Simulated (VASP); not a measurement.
# HfB2 (P6/mmm) in VASP: single point with PBE

Aim: the single point of HfB2 with PBE.

Program: VASP 6.6.1. These are calculated values, not measurements. Logs are shortened: lines on timing, memory, paths and dates and some standing lists are left out, and cuts for length are marked.

## Step 1: The cell of the first run

Symmetry: P6/mmm, No. 191, hexagonal system. The conventional cell has a = 3.140 Å, b = 3.140 Å, c = 3.480 Å, α = 90.00°, β = 90.00°, γ = 120.00°. Hf (site symmetry 6/mmm) has 12 B at 2.51 Å and 6 Hf at 3.14 Å within 3.3 Å. B (site symmetry -6m2) has 3 B at 1.81 Å within 2.4 Å.

## Step 2: Single point, PBE

INCAR reads:

```
SYSTEM = HfB2
ALGO = Normal
EDIFF = 1E-7
ENCUT = 520
GGA = PE
ISIF = 2
ISMEAR = 0
LASPH = .TRUE.
LCHARG = .TRUE.
LELF = .TRUE.
LREAL = .FALSE.
LVHAR = .TRUE.
LWAVE = .FALSE.
NBANDS = 15
NELM = 100
PREC = Accurate
SIGMA = 0.15
```

KPOINTS reads:

```
k-points
0
G
  8 8 7
  0 0 0
```

POSCAR reads:

```
HfB2
1.0
    3.1400000000      0.0000000000      0.0000000000
   -1.5700000000      2.7193200000      0.0000000000
    0.0000000000      0.0000000000      3.4800000000
Hf B
1 2
Direct
    0.0000000000      0.0000000000      0.0000000000
    0.3333330000      0.6666670000      0.5000000000
    0.6666670000      0.3333330000      0.5000000000
```

Potentials or basis: VASP PAW PBE potentials, release 64 (Hf_pv, B).

On the command line:

```console
$ cat potpaw_PBE.64/Hf_pv/POTCAR potpaw_PBE.64/B/POTCAR > POTCAR
$ mpirun -np 1 vasp_std > vasp.out
```

OUTCAR:

```text
SYSTEM = HfB2
   EDIFF = 1E-7
   ENCUT = 520
   GGA = PE
   ISIF = 2
   ISMEAR = 0
   LASPH = .TRUE.
   LREAL = .FALSE.
   NELM = 100
   PREC = Accurate

 ion  position               nearest neighbor table
   1  0.000  0.000  0.000-   2 2.51   3 2.51   2 2.51   3 2.51   3 2.51   3 2.51   2 2.51   2 2.51
                             3 2.51   3 2.51   2 2.51   2 2.51
   2  0.333  0.667  0.500-   3 1.81   3 1.81   3 1.81   1 2.51   1 2.51   1 2.51   1 2.51   1 2.51
                             1 2.51
   3  0.667  0.333  0.500-   2 1.81   2 1.81   2 1.81   1 2.51   1 2.51   1 2.51   1 2.51   1 2.51
                             1 2.51

  LATTYP: Found a hexagonal cell.
 ALAT       =     3.1400000000
 C/A-ratio  =     1.1082802548

  Lattice vectors:

 A1 = (   3.1400000000,   0.0000000000,   0.0000000000)
 A2 = (  -1.5700000000,   2.7193200000,   0.0000000000)
 A3 = (   0.0000000000,   0.0000000000,   3.4800000000)

Analysis of symmetry for initial positions (statically):
=====================================================================
 Subroutine PRICEL returns:
 Original cell was already a primitive cell.

 Routine SETGRP: Setting up the symmetry group for a
 hexagonal supercell.

 Subroutine GETGRP returns: Found 24 space group operations
 (whereof 24 operations were pure point group operations)
 out of a pool of 24 trial point group operations.

The static configuration has the point symmetry D_6h.

Analysis of symmetry for dynamics (positions and initial velocities):
=====================================================================
 Subroutine PRICEL returns:
 Original cell was already a primitive cell.

 Routine SETGRP: Setting up the symmetry group for a
 hexagonal supercell.

 Subroutine GETGRP returns: Found 24 space group operations
 (whereof 24 operations were pure point group operations)
 out of a pool of 24 trial point group operations.

The dynamic configuration has the point symmetry D_6h.

 Subroutine INISYM returns: Found 24 space group operations
 (whereof 24 operations are pure point group operations),
 and found     1 'primitive' translations

----------------------------------------------------------------------------------------

                                     Primitive cell

  volume of cell :      29.7146

  direct lattice vectors                    reciprocal lattice vectors
     3.140000000  0.000000000  0.000000000     0.318471338  0.183869497  0.000000000
    -1.570000000  2.719320000  0.000000000     0.000000000  0.367738994  0.000000000
     0.000000000  0.000000000  3.480000000     0.000000000  0.000000000  0.287356322

  length of vectors
     3.140000000  3.140000201  3.480000000     0.367739017  0.367738994  0.287356322

  position of ions in fractional coordinates (direct lattice)
     0.000000000  0.000000000  0.000000000
     0.333333000  0.666667000  0.500000000
     0.666667000  0.333333000  0.500000000

  ion indices of the primitive-cell ions
   primitive index   ion index
                 1           1
                 2           2
                 3           3

----------------------------------------------------------------------------------------

 KPOINTS: k-points

Automatic generation of k-mesh.
 Grid dimensions read from file:
 generate k-points for:    8    8    7

 Generating k-lattice:

  Cartesian coordinates                     Fractional coordinates (reciprocal lattice)
     0.039808917  0.022983687  0.000000000     0.125000000  0.000000000  0.000000000
     0.000000000  0.045967374  0.000000000     0.000000000  0.125000000  0.000000000
     0.000000000  0.000000000  0.041050903     0.000000000  0.000000000  0.142857143

  Length of vectors
     0.045967377  0.045967374  0.041050903

  Shift w.r.t. Gamma in fractional coordinates (k-lattice)
     0.000000000  0.000000000  0.000000000

 Subroutine IBZKPT returns following result:
 ===========================================

 Found     40 irreducible k-points:

 Following reciprocal coordinates:
            Coordinates               Weight
  0.000000  0.000000  0.000000      1.000000
  0.125000  0.000000  0.000000      6.000000
  0.250000  0.000000  0.000000      6.000000
  0.375000 -0.000000  0.000000      6.000000
  0.500000  0.000000  0.000000      3.000000
  0.125000  0.125000  0.000000      6.000000
[... 16 lines left out ...]
  0.250000  0.000000  0.285714     12.000000
  0.375000 -0.000000  0.285714     12.000000
 [... further k-points ...]
   k-points           NKPTS =     40   k-points in BZ     NKDIM =     40   number of bands    NBANDS=     15
   number of dos      NEDOS =    301   number of ions     NIONS =      3
   total plane-waves  NPLWV =  16128
   dimension x,y,z NGX =    24 NGY =   24 NGZ =   28
   dimension x,y,z NGXF=    48 NGYF=   48 NGZF=   56
   ions per type =               1   2
   NGX,Y,Z   is equivalent  to a cutoff of  12.71, 12.71, 13.38 a.u.
   NGXF,Y,Z  is equivalent  to a cutoff of  25.41, 25.41, 26.75 a.u.
 SYSTEM =  HfB2
   PREC   = accura    normal or accurate (medium, high low for compatibility)
   ISTART =      0    job   : 0-new  1-cont  2-samecut
   ICHARG =      2    charge: 1-file 2-atom 10-const
   ISPIN  =      1    spin polarized calculation?
   LNONCOLLINEAR =      F non collinear calculations
   LSORBIT =      F    spin-orbit coupling
   LASPH  =      T    aspherical Exc in radial PAW
   ENCUT  =  520.0 eV  38.22 Ry    6.18 a.u.   5.84  5.84  6.47*2*pi/ulx,y,z
   NELM   =    100;   NELMIN=  2; NELMDL= -5     # of ELM steps
   EDIFF  = 0.1E-06   stopping-criterion for ELM
   LREAL  =      F    real-space projection
   EDIFFG = 0.1E-05   stopping-criterion for IOM
   NSW    =      0    number of steps for IOM
   IBRION =     -1    ionic relax: 0-MD 1-quasi-New 2-CG
   NFREE  =      0    steps in history (QN), initial steepest desc. (CG)
   ISIF   =      2    stress and relaxation
   ISYM   =      2    0-nonsym 1-usesym 2-fastsym
   POTIM  = 0.5000    time-step for ionic-motion
   TEBEG  =    0.0;   TEEND  =   0.0 temperature during run
   PSTRESS=    0.0 pullay stress
   NELECT =      16.0000    total number of electrons
   NUPDOWN=      -1.0000    fix difference up-down
   EMIN   =  10.00;   EMAX   =-10.00  energy-range for DOS
   EFERMI =   0.00;   METHOD = LEGACY
   ISMEAR =     0;   SIGMA  =   0.15  broadening in eV -4-tet -1-fermi 0-gaus
   EFERMI_NEDOS =   21; number of points for ismear=-14 and -15
   IALGO  =     38    algorithm
   IMIX   =      4    mixing-type and parameters
     AMIX     =   0.40;   BMIX     =  1.00
     AMIX_MAG =   1.60;   BMIX_MAG =  1.00
  volume/ion in A,a.u.               =       9.90        66.84
  Fermi-wavevector in a.u.,A,eV,Ry     =   1.331860  2.516850 24.134692  1.773850
  Thomas-Fermi vector in A             =   2.460838
   LORBIT       =      0    0 simple, 1 ext, 2 COOP (PROOUT), +10 PAW based schemes
   GGA     = PE    functional components
   LHFCALC =     F    Hartree Fock is set to
   AEXX    =    0.0000 exact exchange contribution
   IVDW    =     0    specifies the selected vdW correction
   LEPSILON=     F    determine dielectric tensor
   LRPA    =     F    only Hartree local field effects (RPA)
 non-spin polarized calculation
 Gauss-broadening in eV      SIGMA  =   0.15
  energy-cutoff  :      520.00
  volume of cell :       29.71
 maximum number of plane-waves:       816
 NGX is ok and might be reduce to    24
   NGX = 11   NGY = 11   NGZ = 13

 number of electron      15.9999998 magnetization

 Free energy of the ion-electron system (eV)
  ---------------------------------------------------
  ext. energy  EPLUGINS =         0.00000000
  ---------------------------------------------------
  free energy    TOTEN  =       -26.39898240 eV

  energy without entropy =      -26.39645786  energy(sigma->0) =      -26.39772013

 E-fermi :   7.8291     XC(G=0): -12.5964

 val. band max:        7.5326389552   @ k =   0.1250   0.0000   0.4286
 cond. band min:       7.8853484802   @ k =   0.3750   0.1250   0.0000
 fundamental gap:      0.3527095249
 Fermi energy:         7.8290777847

 k-point     1 :       0.0000    0.0000    0.0000
  band No.  band energies     occupation
      1     -22.9655      2.00000
      2     -22.4605      2.00000
      3     -22.4605      2.00000
      4      -6.0849      2.00000
      5       4.6684      2.00000
      6       4.7731      2.00000
      7       4.7731      2.00000
      8       4.8891      2.00000
      9      11.6974      0.00000
     10      11.6974      0.00000
     11      12.3344      0.00000
     12      12.3344      0.00000
     13      12.6585      0.00000
     14      12.6586      0.00000
     15      12.6649      0.00000

 k-point     2 :       0.1250    0.0000    0.0000
  band No.  band energies     occupation
      1     -22.9462      2.00000
      2     -22.5787      2.00000
      3     -22.4868      2.00000
      4      -5.7511      2.00000
      5       3.8847      2.00000
      6       4.6171      2.00000
      7       4.7451      2.00000
      8       4.9875      2.00000
      9      10.6151      0.00000
     10      11.4349      0.00000
     11      11.4716      0.00000
     12      12.0214      0.00000
     13      13.4663      0.00000
     14      14.0434      0.00000
     15      14.5447      0.00000

 k-point     3 :       0.2500    0.0000    0.0000
  band No.  band energies     occupation
      1     -22.8994      2.00000
      2     -22.8536      2.00000
      3     -22.5495      2.00000
      4      -4.8239      2.00000
      5       2.0882      2.00000
      6       4.0918      2.00000
      7       4.5846      2.00000
      8       5.4139      2.00000
      9       9.7533      0.00000
     10      10.9851      0.00000
     11      11.4068      0.00000
     12      11.6103      0.00000
     13      13.7150      0.00000
     14      15.3214      0.00000
     15      16.6462      0.00000

 k-point     4 :       0.3750   -0.0000    0.0000
  band No.  band energies     occupation
      1     -23.1153      2.00000
      2     -22.8522      2.00000
      3     -22.6114      2.00000
      4      -3.4645      2.00000
      5       0.1596      2.00000
      6       3.6860      2.00000
      7       4.3432      2.00000
      8       5.0813      2.00000
      9      10.2381      0.00000
     10      10.5608      0.00000
     11      11.2066      0.00000
     12      12.6787      0.00000
     13      13.7050      0.00000
     14      17.4095      0.00000
     15      17.4255      0.00000
[... 307 lines left out ...]
 k-point    22 :       0.1250    0.0000    0.2857
  band No.  band energies     occupation
      1     -23.1129      2.00000
      2     -22.5634      2.00000
      3     -22.4735      2.00000
      4      -4.6576      2.00000
      5       1.3541      2.00000
      6       4.3679      2.00000
      7       5.0440      2.00000
      8       7.4013      1.99995
      9       8.9782      0.00000
     10       9.0138      0.00000
     11      10.8975      0.00000
     12      11.3183      0.00000
     13      14.1701      0.00000
     14      15.2375      0.00000
     15      16.4915      0.00000

 k-point    23 :       0.2500    0.0000    0.2857
  band No.  band energies     occupation
      1     -23.0573      2.00000
      2     -22.8324      2.00000
      3     -22.5345      2.00000
      4      -3.9854      2.00000
      5       1.5984      2.00000
      6       2.9074      2.00000
      7       4.1241      2.00000
      8       6.0660      2.00000
      9       9.1595      0.00000
     10      10.0658      0.00000
     11      12.6689      0.00000
     12      13.0383      0.00000
     13      13.8374      0.00000
     14      16.2981      0.00000
     15      17.3199      0.00000

 k-point    24 :       0.3750   -0.0000    0.2857
  band No.  band energies     occupation
      1     -23.0905      2.00000
      2     -22.9994      2.00000
      3     -22.5946      2.00000
      4      -3.0380      2.00000
      5       0.1115      2.00000
      6       3.4375      2.00000
      7       3.5749      2.00000
      8       4.9893      2.00000
      9       9.3921      0.00000
     10      11.7155      0.00000
     11      13.2135      0.00000
     12      13.8252      0.00000
     13      14.3041      0.00000
     14      16.6274      0.00000
     15      19.1728      0.00000

 [... further k-points ...]
[... 5 lines left out ...]
  --------------------------------------------------------------------------------------
  -------------------------------------------------------------------------------------
  Total        0.2027241      0.2027241      0.1381291      0.0000000      0.0000000      0.0000000
  in kB       10.9306666     10.9306685      7.4477724      0.0000000      0.0000000      0.0000000
  external PRESSURE =       9.7697025 kB  Pullay stress =       0.0000000 kB

 VOLUME and BASIS-vectors are now :
 -----------------------------------------------------------------------------
  energy-cutoff  :      520.00
  volume of cell :       29.71
      direct lattice vectors                 reciprocal lattice vectors
     3.140000000  0.000000000  0.000000000     0.318471338  0.183869497  0.000000000
    -1.570000000  2.719320000  0.000000000     0.000000000  0.367738994  0.000000000
     0.000000000  0.000000000  3.480000000     0.000000000  0.000000000  0.287356322

 POSITION                                       TOTAL-FORCE (eV/Angst)
 -----------------------------------------------------------------------------------
      0.00000      0.00000      0.00000         0.000000      0.000000      0.000000
     -0.00000      1.81288      1.74000        -0.000000      0.000000     -0.000000
      1.57000      0.90644      1.74000         0.000000     -0.000000      0.000000
 -----------------------------------------------------------------------------------
    total drift:                                0.000000     -0.000000      0.000000

  FREE ENERGIE OF THE ION-ELECTRON SYSTEM (eV)
  ---------------------------------------------------
  free  energy   TOTEN  =       -26.3989824030 eV

  energy  without entropy=      -26.3964578600  energy(sigma->0) =      -26.39772013
```

Run time: 21 s. Hardware: 1 thread of AMD EPYC 7R13 (Zen 3), shared host; peak memory 0.12 GiB.

What came out:

| Item | Value |
| --- | --- |
| Free energy | -26.3990 eV |
| Pressure | 1.0 GPa |
| Band gap on the k mesh | zero (band 8 reaches 8.24 eV, above the bottom of band 9 at 7.89 eV) |

Stress tensor (GPa, compression positive):
```
1.09 0.00 0.00
0.00 1.09 0.00
0.00 0.00 0.74
```

Caveat: spin-orbit coupling is left out, which moves the levels of the heavy elements.
